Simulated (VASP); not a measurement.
# InAsS4 (F-43m) in VASP: notebook, part 2 of 2

VASP 6.6.1. The steps go on from the part before.

### Step 4. Relaxation of cell and atoms, PBE

This run uses another cell than the first one, of 21.80 Å³/atom, 1.109 times its volume.

Input file INCAR:

```
  ALGO = Normal
  EDIFF = 1E-6
  EDIFFG = -0.04
  ENCUT = 600
  GGA = PE
  IBRION = 2
  ISIF = 3
  ISMEAR = 0
  LASPH = T
  LCHARG = F
  LREAL = F
  LWAVE = F
  NELM = 60
  NSW = 90
  PREC = Accurate
  SIGMA = 0.1
```

Input file KPOINTS:

```
k-points
0
Gamma
  4 4 4
```

Input file POSCAR:

```
InAsS4
1.0
    0.0000000000      4.0290332200      4.0290332200
    4.0290332200      0.0000000000      4.0290332200
    4.0290332200      4.0290332200      0.0000000000
In As S
1 1 4
Direct
    0.7500000000      0.7500000000      0.7500000000
    0.0000000000      0.0000000000      0.0000000000
    0.8769448700      0.3743517100      0.3743517100
    0.3743517100      0.3743517100      0.3743517100
    0.3743517100      0.3743517100      0.8769448700
    0.3743517100      0.8769448700      0.3743517100
```

Potentials or basis: VASP PAW PBE potentials, release 64 (In_d, As, S).

Command:

```console
$ cat potpaw_PBE.64/In_d/POTCAR potpaw_PBE.64/As/POTCAR potpaw_PBE.64/S/POTCAR > POTCAR
$ mpirun -np 1 vasp_std > vasp.out
```

OUTCAR:

```text
EDIFF = 1E-6
   EDIFFG = -0.04
   ENCUT = 600
   GGA = PE
   IBRION = 2
   ISIF = 3
   ISMEAR = 0
   LASPH = T
   LREAL = F
   NELM = 60
   NSW = 90
   PREC = Accurate

 ion  position               nearest neighbor table
   1  0.750  0.750  0.750-   4 3.34   5 3.34   6 3.34   3 3.34   4 3.34   5 3.34   3 3.34   4 3.34
                             6 3.34   3 3.34   5 3.34   6 3.34
   2  0.000  0.000  0.000-
   3  0.877  0.374  0.374-   1 3.34   1 3.34   1 3.34
   4  0.374  0.374  0.374-   1 3.34   1 3.34   1 3.34
   5  0.374  0.374  0.877-   1 3.34   1 3.34   1 3.34
   6  0.374  0.877  0.374-   1 3.34   1 3.34   1 3.34

  LATTYP: Found a face centered cubic cell.
 ALAT       =     8.0580664400

  Lattice vectors:

 A1 = (   0.0000000000,   4.0290332200,   4.0290332200)
 A2 = (   4.0290332200,   0.0000000000,   4.0290332200)
 A3 = (   4.0290332200,   4.0290332200,   0.0000000000)

Analysis of symmetry for initial positions (statically):
=====================================================================
 Subroutine PRICEL returns:
 Original cell was already a primitive cell.

 Routine SETGRP: Setting up the symmetry group for a
 face centered cubic supercell.

 Subroutine GETGRP returns: Found 24 space group operations
 (whereof 24 operations were pure point group operations)
 out of a pool of 48 trial point group operations.

The static configuration has the point symmetry T_d .

Analysis of symmetry for dynamics (positions and initial velocities):
=====================================================================
 Subroutine PRICEL returns:
 Original cell was already a primitive cell.

 Routine SETGRP: Setting up the symmetry group for a
 face centered cubic supercell.

 Subroutine GETGRP returns: Found 24 space group operations
 (whereof 24 operations were pure point group operations)
 out of a pool of 48 trial point group operations.

The dynamic configuration has the point symmetry T_d .

 Subroutine INISYM returns: Found 24 space group operations
 (whereof 24 operations are pure point group operations),
 and found     1 'primitive' translations

----------------------------------------------------------------------------------------

[... 105 lines left out ...]
  Fermi-wavevector in a.u.,A,eV,Ry     =   1.121021  2.118423 17.098279  1.256688
  Thomas-Fermi vector in A             =   2.257672
   LORBIT       =      0    0 simple, 1 ext, 2 COOP (PROOUT), +10 PAW based schemes
   GGA     = PE    functional components
   LHFCALC =     F    Hartree Fock is set to
   AEXX    =    0.0000 exact exchange contribution
   IVDW    =     0    specifies the selected vdW correction
   LEPSILON=     F    determine dielectric tensor
   LRPA    =     F    only Hartree local field effects (RPA)
 conjugate gradient relaxation of ions
 non-spin polarized calculation
 Gauss-broadening in eV      SIGMA  =   0.10
  energy-cutoff  :      600.00
  volume of cell :      130.81
 maximum number of plane-waves:      4398
 NGX is ok and might be reduce to    48
   NGX = 23   NGY = 23   NGZ = 23

--------------------------------------- Ionic step        1  -------------------------------------------

 number of electron      42.0000003 magnetization

 Free energy of the ion-electron system (eV)
  ---------------------------------------------------
  ext. energy  EPLUGINS =         0.00000000
  ---------------------------------------------------
  free energy    TOTEN  =       -17.88812146 eV

  energy without entropy =      -17.81797389  energy(sigma->0) =      -17.85304768

 E-fermi :   5.0676     XC(G=0):  -9.9766

 val. band max:        5.0637567367   @ k =   0.5000   0.0000   0.0000
 cond. band min:       5.0776337592   @ k =   0.2500   0.0000   0.0000
 fundamental gap:      0.0138770225
 Fermi energy:         5.0675644408

 k-point     1 :       0.0000    0.0000    0.0000
  band No.  band energies     occupation
      1      -9.6267      2.00000
      2      -8.9385      2.00000
      3      -8.9385      2.00000
      4      -8.9385      2.00000
      5      -8.9257      2.00000
      6      -8.9257      2.00000
[... 326 lines left out ...]
  FREE ENERGIE OF THE ION-ELECTRON SYSTEM (eV)
  ---------------------------------------------------
  free  energy   TOTEN  =       -18.1332039589 eV

  energy  without entropy=      -18.0791472134  energy(sigma->0) =      -18.10617559

[... ionic steps 4 to 11 ...]

--------------------------------------- Ionic step       12  -------------------------------------------

 number of electron      42.0000004 magnetization

------------------------ aborting loop because EDIFF is reached ----------------------------------------
[... 75 lines left out ...]
--------------------------------------- Ionic step       14  -------------------------------------------

 number of electron      42.0000001 magnetization

 Free energy of the ion-electron system (eV)
  ---------------------------------------------------
  ext. energy  EPLUGINS =         0.00000000
  ---------------------------------------------------
  free energy    TOTEN  =       -18.22056304 eV

  energy without entropy =      -18.18200941  energy(sigma->0) =      -18.20128622

 E-fermi :   6.4261     XC(G=0): -10.4390

 val. band max:        6.4248263066   @ k =   0.2500   0.2500   0.0000
 cond. band min:       6.4292100813   @ k =  -0.2500   0.2500   0.0000
 fundamental gap:      0.0043837747
 Fermi energy:         6.4260747481

 k-point     1 :       0.0000    0.0000    0.0000
  band No.  band energies     occupation
      1      -9.6321      2.00000
      2      -7.9452      2.00000
      3      -7.9452      2.00000
      4      -7.9452      2.00000
      5      -7.9150      2.00000
      6      -7.9150      2.00000
[... 246 lines left out ...]
  FREE ENERGIE OF THE ION-ELECTRON SYSTEM (eV)
  ---------------------------------------------------
  free  energy   TOTEN  =       -18.2205630405 eV

  energy  without entropy=      -18.1820094074  energy(sigma->0) =      -18.20128622

 reached required accuracy - stopping structural energy minimisation
```

Wall time 3.9 min (1 thread of Intel Xeon 6975P-C (Granite Rapids), shared host); peak memory 0.35 GiB.

Results:

```yaml
Free_energy: -18.2206 eV
Relaxed_volume: 19.66 Å³/atom
Relaxed_cell: a = 5.505 Å, b = 5.505 Å, c = 5.505 Å, α = 60.00°, β = 60.00°, γ = 60.00°
Space_group_after_relaxing_to_0.05_Å: F-43m (No. 216)
Energy_gained_by_relaxing: 55.4 meV/atom
Ionic_steps: 14
Pressure_after_relaxing: 0.1 GPa
Largest_force_after_relaxing: 0.006 eV/Å
Band_gap_on_the_k_mesh: zero (band 21 reaches 7.36 eV, above the bottom of band 22 at 6.20 eV)
```

Forces in eV/Å, atoms in the order of the input:
```
In   0.000  0.000  0.000
As   0.000  0.000  0.000
S    0.003 -0.003 -0.003
S    0.003  0.003  0.003
S   -0.003 -0.003  0.003
S   -0.003  0.003 -0.003
```

The path:
| step | energy change (eV) | largest force (eV/Å) | pressure (GPa) | volume (Å³) |
| --- | --- | --- | --- | --- |
| 1 | 0.0000 | 0.0616 | -4.85 | 130.81 |
| 2 | -0.2371 | 0.1312 | -1.04 | 118.70 |
| 3 | -0.2451 | 0.1454 | -0.01 | 116.37 |
| 4 | -0.2450 | 0.1469 | 0.13 | 116.09 |
| 5 | -0.2497 | 0.1688 | 0.15 | 116.01 |
| 6 | -0.2668 | 0.2116 | 0.25 | 115.77 |
| 7 | -0.3039 | 0.1869 | 0.67 | 115.30 |
| 8 | -0.2821 | 0.3419 | 2.57 | 114.35 |
| 9 | -0.3180 | 0.0795 | 1.09 | 115.00 |
| 10 | -0.3192 | 0.0049 | 1.33 | 114.86 |
| 11 | -0.3221 | 0.0167 | 1.23 | 115.24 |
| 12 | -0.3264 | 0.0851 | 0.92 | 116.39 |
| 13 | -0.3292 | 0.0598 | 0.68 | 116.80 |
| 14 | -0.3324 | 0.0055 | 0.06 | 117.93 |

Final structure:
```
CELL_PARAMETERS angstrom
0.00000 3.89227 3.89227
3.89227 0.00000 3.89227
3.89227 3.89227 0.00000
ATOMIC_POSITIONS crystal
In 0.75000 0.75000 0.75000
As 0.00000 0.00000 0.00000
S 0.84723 0.38426 0.38426
S 0.38426 0.38426 0.38426
S 0.38426 0.38426 0.84723
S 0.38426 0.84723 0.38426
```

Caveat: spin-orbit coupling is left out, which moves the levels of the heavy elements.

### Step 5. The runs side by side

```csv
task,cell,cutoff (eV),gap on the mesh (eV),pressure (GPa),largest force (eV/Å)
single point,"a = 5.505 Å, angles 60.0°, 6 atoms",520,none,0.0,0.01
single point,"a = 5.698 Å, angles 60.0°, 6 atoms",520,none,-4.9,0.06
relaxation of cell and atoms,"relaxed from a = 5.698 Å, angles 60.0°, 6 atoms",600,none,0.1,0.01
```

Alike in all rows: level PBE; potentials or basis VASP PAW PBE potentials, release 64 (In_d, As, S); no spin polarisation; k mesh 4 × 4 × 4; smearing gaussian 0.1 eV.

Caveats: spin-orbit coupling is left out, which moves the levels of the heavy elements.

Absolute energies hang on the potentials; compare differences alone.
